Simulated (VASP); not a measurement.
# BaTiO3 (Pm-3m) in VASP: notebook

BaTiO3 is run at these levels: PBE; tasks: single point.

All numbers are computed with VASP 6.6.1; they aren't measurements. Logs are shortened: lines on timing, memory, paths and dates and some standing lists are left out, and cuts for length are marked.

## Step 1: The cell of the first run

Symmetry: Pm-3m, No. 221, cubic system. The conventional cell has a = 3.938 Å, b = 3.938 Å, c = 3.938 Å, α = 90.00°, β = 90.00°, γ = 90.00°. Within 3.7 Å of Ba (site symmetry m-3m) lie 12 O at 2.78 Å and 8 Ti at 3.41 Å. Within 2.6 Å of Ti (site symmetry m-3m) lie 6 O at 1.97 Å. Within 2.6 Å of O (site symmetry 4/mmm) lie 2 Ti at 1.97 Å.

## Step 2: Single point, PBE

INCAR

```
ALGO = Normal
EDIFF = 1E-7
ENCUT = 520
GGA = PE
ISIF = 2
ISMEAR = 0
LASPH = T
LCHARG = F
LREAL = F
LWAVE = F
NBANDS = 28
NELM = 80
PREC = Accurate
SIGMA = 0.01
```

KPOINTS

```
k-points
0
Gamma
  6 6 6
```

POSCAR

```
BaTiO3
1.0
    3.9380885754      0.0000000000      0.0000000000
    0.0000000000      3.9380885754      0.0000000000
    0.0000000000      0.0000000000      3.9380885754
Ba Ti O
1 1 3
Direct
    0.5000000000      0.5000000000      0.5000000000
    0.0000000000      0.0000000000      0.0000000000
    0.5000000000      0.0000000000      0.0000000000
    0.0000000000      0.5000000000      0.0000000000
    0.0000000000      0.0000000000      0.5000000000
```

Potentials or basis: VASP PAW PBE potentials, release 64 (Ba_sv, Ti_sv, O).

Command:

```console
cat potpaw_PBE.64/Ba_sv/POTCAR potpaw_PBE.64/Ti_sv/POTCAR potpaw_PBE.64/O/POTCAR > POTCAR
mpirun -np 1 vasp_std > vasp.out
```

OUTCAR:

```text
EDIFF = 1E-7
   ENCUT = 520
   GGA = PE
   ISIF = 2
   ISMEAR = 0
   LASPH = T
   LREAL = F
   NELM = 80
   PREC = Accurate

 ion  position               nearest neighbor table
   1  0.500  0.500  0.500-   3 2.78   4 2.78   5 2.78   3 2.78   4 2.78   3 2.78   5 2.78   3 2.78
                             4 2.78   5 2.78   4 2.78   5 2.78   2 3.41   2 3.41   2 3.41   2 3.41
   2  0.000  0.000  0.000-   3 1.97   4 1.97   5 1.97   5 1.97   4 1.97   3 1.97   1 3.41   1 3.41
                             1 3.41   1 3.41   1 3.41   1 3.41   1 3.41   1 3.41
   3  0.500  0.000  0.000-   2 1.97   2 1.97   1 2.78   1 2.78   1 2.78   1 2.78
   4  0.000  0.500  0.000-   2 1.97   2 1.97   1 2.78   1 2.78   1 2.78   1 2.78
   5  0.000  0.000  0.500-   2 1.97   2 1.97   1 2.78   1 2.78   1 2.78   1 2.78

  LATTYP: Found a simple cubic cell.
 ALAT       =     3.9380885754

  Lattice vectors:

 A1 = (   3.9380885754,   0.0000000000,   0.0000000000)
 A2 = (   0.0000000000,   3.9380885754,   0.0000000000)
 A3 = (   0.0000000000,   0.0000000000,   3.9380885754)

Analysis of symmetry for initial positions (statically):
=====================================================================
 Subroutine PRICEL returns:
 Original cell was already a primitive cell.

 Routine SETGRP: Setting up the symmetry group for a
 simple cubic supercell.

 Subroutine GETGRP returns: Found 48 space group operations
[... 9 lines left out ...]

 Routine SETGRP: Setting up the symmetry group for a
 simple cubic supercell.

 Subroutine GETGRP returns: Found 48 space group operations
[... 11 lines left out ...]
                                     Primitive cell

  volume of cell :      61.0740

  direct lattice vectors                    reciprocal lattice vectors
     3.938088575  0.000000000  0.000000000     0.253930297  0.000000000  0.000000000
     0.000000000  3.938088575  0.000000000     0.000000000  0.253930297  0.000000000
     0.000000000  0.000000000  3.938088575     0.000000000  0.000000000  0.253930297

  length of vectors
     3.938088575  3.938088575  3.938088575     0.253930297  0.253930297  0.253930297

  position of ions in fractional coordinates (direct lattice)
     0.500000000  0.500000000  0.500000000
     0.000000000  0.000000000  0.000000000
     0.500000000  0.000000000  0.000000000
     0.000000000  0.500000000  0.000000000
     0.000000000  0.000000000  0.500000000

  ion indices of the primitive-cell ions
   primitive index   ion index
                 1           1
                 2           2
                 3           3
                 4           4
                 5           5

----------------------------------------------------------------------------------------

 KPOINTS: k-points

Automatic generation of k-mesh.
 Grid dimensions read from file:
 generate k-points for:    6    6    6

 Generating k-lattice:

  Cartesian coordinates                     Fractional coordinates (reciprocal lattice)
     0.042321716  0.000000000  0.000000000     0.166666667  0.000000000  0.000000000
     0.000000000  0.042321716  0.000000000     0.000000000  0.166666667  0.000000000
     0.000000000  0.000000000  0.042321716     0.000000000  0.000000000  0.166666667

  Length of vectors
     0.042321716  0.042321716  0.042321716

  Shift w.r.t. Gamma in fractional coordinates (k-lattice)
     0.000000000  0.000000000  0.000000000

 Subroutine IBZKPT returns following result:
 ===========================================

 Found     20 irreducible k-points:

 Following reciprocal coordinates:
            Coordinates               Weight
  0.000000  0.000000  0.000000      1.000000
  0.166667  0.000000  0.000000      6.000000
  0.333333  0.000000  0.000000      6.000000
  0.500000  0.000000  0.000000      3.000000
  0.166667  0.166667  0.000000     12.000000
  0.333333  0.166667  0.000000     24.000000
[... 12 lines left out ...]
  0.500000  0.500000  0.333333      6.000000
  0.500000  0.500000  0.500000      1.000000
   k-points           NKPTS =     20   k-points in BZ     NKDIM =     20   number of bands    NBANDS=     28
   number of dos      NEDOS =    301   number of ions     NIONS =      5
   total plane-waves  NPLWV =  27000
   dimension x,y,z NGX =    30 NGY =   30 NGZ =   30
   dimension x,y,z NGXF=    60 NGYF=   60 NGZF=   60
   ions per type =               1   1   3
   NGX,Y,Z   is equivalent  to a cutoff of  12.66, 12.66, 12.66 a.u.
   NGXF,Y,Z  is equivalent  to a cutoff of  25.33, 25.33, 25.33 a.u.
 SYSTEM =  unknown system
   PREC   = accura    normal or accurate (medium, high low for compatibility)
   ISTART =      0    job   : 0-new  1-cont  2-samecut
   ICHARG =      2    charge: 1-file 2-atom 10-const
   ISPIN  =      1    spin polarized calculation?
   LNONCOLLINEAR =      F non collinear calculations
   LSORBIT =      F    spin-orbit coupling
   LASPH  =      T    aspherical Exc in radial PAW
   ENCUT  =  520.0 eV  38.22 Ry    6.18 a.u.   7.32  7.32  7.32*2*pi/ulx,y,z
   NELM   =     80;   NELMIN=  2; NELMDL= -5     # of ELM steps
   EDIFF  = 0.1E-06   stopping-criterion for ELM
   LREAL  =      F    real-space projection
   EDIFFG = 0.1E-05   stopping-criterion for IOM
   NSW    =      0    number of steps for IOM
   IBRION =     -1    ionic relax: 0-MD 1-quasi-New 2-CG
   NFREE  =      0    steps in history (QN), initial steepest desc. (CG)
   ISIF   =      2    stress and relaxation
   ISYM   =      2    0-nonsym 1-usesym 2-fastsym
   POTIM  = 0.5000    time-step for ionic-motion
   TEBEG  =    0.0;   TEEND  =   0.0 temperature during run
   PSTRESS=    0.0 pullay stress
   NELECT =      40.0000    total number of electrons
   NUPDOWN=      -1.0000    fix difference up-down
   EMIN   =  10.00;   EMAX   =-10.00  energy-range for DOS
   EFERMI =   0.00;   METHOD = LEGACY
   ISMEAR =     0;   SIGMA  =   0.01  broadening in eV -4-tet -1-fermi 0-gaus
   EFERMI_NEDOS =   21; number of points for ismear=-14 and -15
   IALGO  =     38    algorithm
   IMIX   =      4    mixing-type and parameters
     AMIX     =   0.40;   BMIX     =  1.00
     AMIX_MAG =   1.60;   BMIX_MAG =  1.00
  volume/ion in A,a.u.               =      12.21        82.43
  Fermi-wavevector in a.u.,A,eV,Ry     =   1.421705  2.686632 27.500691  2.021244
  Thomas-Fermi vector in A             =   2.542486
   LORBIT       =      0    0 simple, 1 ext, 2 COOP (PROOUT), +10 PAW based schemes
   GGA     = PE    functional components
   LHFCALC =     F    Hartree Fock is set to
   AEXX    =    0.0000 exact exchange contribution
   IVDW    =     0    specifies the selected vdW correction
   LEPSILON=     F    determine dielectric tensor
   LRPA    =     F    only Hartree local field effects (RPA)
 non-spin polarized calculation
 Gauss-broadening in eV      SIGMA  =   0.01
  energy-cutoff  :      520.00
  volume of cell :       61.07
 maximum number of plane-waves:      1662
 NGX is ok and might be reduce to    30
   NGX = 15   NGY = 15   NGZ = 15

 number of electron      39.9999989 magnetization

 Free energy of the ion-electron system (eV)
  ---------------------------------------------------
  ext. energy  EPLUGINS =         0.00000000
  ---------------------------------------------------
  free energy    TOTEN  =       -39.80048981 eV

  energy without entropy =      -39.80048981  energy(sigma->0) =      -39.80048981

 E-fermi :   4.4210     XC(G=0): -11.5190

 val. band max:        4.2192142720   @ k =   0.5000   0.5000   0.5000
 cond. band min:       6.0582909711   @ k =   0.0000   0.0000   0.0000
 fundamental gap:      1.8390766992
 Fermi energy:         4.4210186602

 k-point     1 :       0.0000    0.0000    0.0000
  band No.  band energies     occupation
      1     -52.2125      2.00000
      2     -28.4520      2.00000
      3     -28.4520      2.00000
      4     -28.4520      2.00000
      5     -20.4919      2.00000
      6     -12.7813      2.00000
[... 20 lines left out ...]
     27       9.3246      0.00000
     28      12.1559      0.00000

 k-point     2 :       0.1667    0.0000    0.0000
  band No.  band energies     occupation
      1     -52.2122      2.00000
      2     -28.4689      2.00000
      3     -28.4513      2.00000
      4     -28.4513      2.00000
      5     -20.4538      2.00000
      6     -12.8205      2.00000
[... 20 lines left out ...]
     27       9.8976      0.00000
     28      12.8266      0.00000

 k-point     3 :       0.3333    0.0000    0.0000
  band No.  band energies     occupation
      1     -52.2115      2.00000
      2     -28.5024      2.00000
      3     -28.4500      2.00000
      4     -28.4500      2.00000
      5     -20.3755      2.00000
      6     -12.9988      2.00000
[... 20 lines left out ...]
     27      11.2423      0.00000
     28      12.7229      0.00000

 k-point     4 :       0.5000    0.0000    0.0000
  band No.  band energies     occupation
      1     -52.2112      2.00000
      2     -28.5190      2.00000
      3     -28.4493      2.00000
      4     -28.4493      2.00000
      5     -20.3353      2.00000
      6     -13.1090      2.00000
[... 20 lines left out ...]
     27      12.0944      0.00000
     28      12.6191      0.00000

 k-point     5 :       0.1667    0.1667    0.0000
  band No.  band energies     occupation
      1     -52.2118      2.00000
      2     -28.4685      2.00000
      3     -28.4676      2.00000
      4     -28.4506      2.00000
      5     -20.4192      2.00000
      6     -12.8040      2.00000
[... 20 lines left out ...]
     27      10.4449      0.00000
     28      12.9437      0.00000

 k-point     6 :       0.3333    0.1667    0.0000
  band No.  band energies     occupation
      1     -52.2112      2.00000
      2     -28.5013      2.00000
      3     -28.4665      2.00000
      4     -28.4493      2.00000
      5     -20.3483      2.00000
      6     -12.8892      2.00000
[... 339 lines left out ...]
      5     -20.2235      2.00000
      6     -12.3007      2.00000
[... 20 lines left out ...]
     27      12.3290      0.00000
     28      12.3403      0.00000

 k-point    18 :       0.5000    0.3333    0.3333
  band No.  band energies     occupation
      1     -52.2091      2.00000
      2     -28.5127      2.00000
      3     -28.4961      2.00000
      4     -28.4956      2.00000
      5     -20.2000      2.00000
      6     -12.1885      2.00000
[... 20 lines left out ...]
     27      12.1939      0.00000
     28      12.3360      0.00000

 k-point    19 :       0.5000    0.5000    0.3333
  band No.  band energies     occupation
      1     -52.2088      2.00000
      2     -28.5118      2.00000
      3     -28.5118      2.00000
      4     -28.4951      2.00000
      5     -20.1781      2.00000
      6     -11.9908      2.00000
[... 20 lines left out ...]
     27      11.9865      0.00000
     28      12.4311      0.00000

 k-point    20 :       0.5000    0.5000    0.5000
  band No.  band energies     occupation
      1     -52.2085      2.00000
      2     -28.5110      2.00000
      3     -28.5110      2.00000
      4     -28.5110      2.00000
      5     -20.1571      2.00000
      6     -11.8187      2.00000
[... 20 lines left out ...]
     27      12.4312      0.00000
     28      12.4312      0.00000

------------------------ aborting loop because EDIFF is reached ----------------------------------------

  FORCE on cell =-STRESS in cart. coord.  units (eV):
  Direction    XX          YY          ZZ          XY          YZ          ZX
  --------------------------------------------------------------------------------------
  -------------------------------------------------------------------------------------
  Total        5.1790480      5.1790480      5.1790480     -0.0000000     -0.0000000      0.0000000
  in kB      135.8639015    135.8639015    135.8639015     -0.0000000     -0.0000000      0.0000000
  external PRESSURE =     135.8639015 kB  Pullay stress =       0.0000000 kB

 VOLUME and BASIS-vectors are now :
 -----------------------------------------------------------------------------
  energy-cutoff  :      520.00
  volume of cell :       61.07
      direct lattice vectors                 reciprocal lattice vectors
     3.938088575  0.000000000  0.000000000     0.253930297  0.000000000  0.000000000
     0.000000000  3.938088575  0.000000000     0.000000000  0.253930297  0.000000000
     0.000000000  0.000000000  3.938088575     0.000000000  0.000000000  0.253930297

 POSITION                                       TOTAL-FORCE (eV/Angst)
 -----------------------------------------------------------------------------------
      1.96904      1.96904      1.96904         0.000000      0.000000      0.000000
      0.00000      0.00000      0.00000         0.000000      0.000000      0.000000
      1.96904      0.00000      0.00000         0.000000      0.000000      0.000000
      0.00000      1.96904      0.00000         0.000000      0.000000      0.000000
      0.00000      0.00000      1.96904         0.000000      0.000000      0.000000
 -----------------------------------------------------------------------------------
    total drift:                                0.000000     -0.000000      0.000000

  FREE ENERGIE OF THE ION-ELECTRON SYSTEM (eV)
  ---------------------------------------------------
  free  energy   TOTEN  =       -39.8004898149 eV

  energy  without entropy=      -39.8004898149  energy(sigma->0) =      -39.80048981
```

It took 17 s on 1 thread of Intel Xeon 6975P-C (Granite Rapids), shared host; peak memory 0.18 GiB.

Results:

```
Free energy            : -39.8005 eV
Pressure               : 13.6 GPa
Band gap on the k mesh : 1.84 eV, indirect (least direct gap 1.94 eV)
```

Caveat: spin-orbit coupling is left out, which moves the levels of the heavy elements.

(Part 1 of 2 ends here.)
